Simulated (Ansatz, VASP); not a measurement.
# Lu2Si3P: VASP beside Ansatz

```xyz
6
Lattice="3.4620 0.0000 0.0000 -1.7310 2.9982 0.0000 0.0000 0.0000 11.3102" Properties=species:S:1:pos:R:3 pbc="T T T"
Lu    0.0000    1.9988    7.6279
Lu    1.7310    0.9994    3.6823
Si    0.0000    0.0000    5.6551
Si    0.0000    1.9988    1.4691
Si    1.7310    0.9994    9.8410
P     0.0000    0.0000    0.0000
```

Change from the starting cell: species swapped into the Sn3Te2Se type (P-3m1, No. 164).

Alike in both runs: functional PBE; k mesh 12 × 12 × 4; occupations gaussian, width 0.1 eV; no spin polarisation.

Ansatz relaxed the structure, and its values are those at the end. VASP's run is a single point on that final structure, the one shown.

```csv
,VASP,Ansatz
version,VASP 6.6.1,Ansatz 0.2.0
potentials or method,"VASP PAW PBE potentials, release 64 (Lu, Si, P), cutoff 520 eV","scalar-relativistic, plane waves, PAW"
valence electrons in the cell,67,67
```

```csv
,VASP,Ansatz,Ansatz less VASP
gap on the k mesh at the Fermi level (eV),none,none,-
pressure (GPa),0.1,0.0,-0.13
rms of the force components (eV/Å),0.009,0.002,-0.0071
```

A gap of «none» marks a metal or a gap that the smearing closes. With one functional, cell and mesh, what is left measures potentials, basis and numerics.

Neither program's run includes spin-orbit coupling.
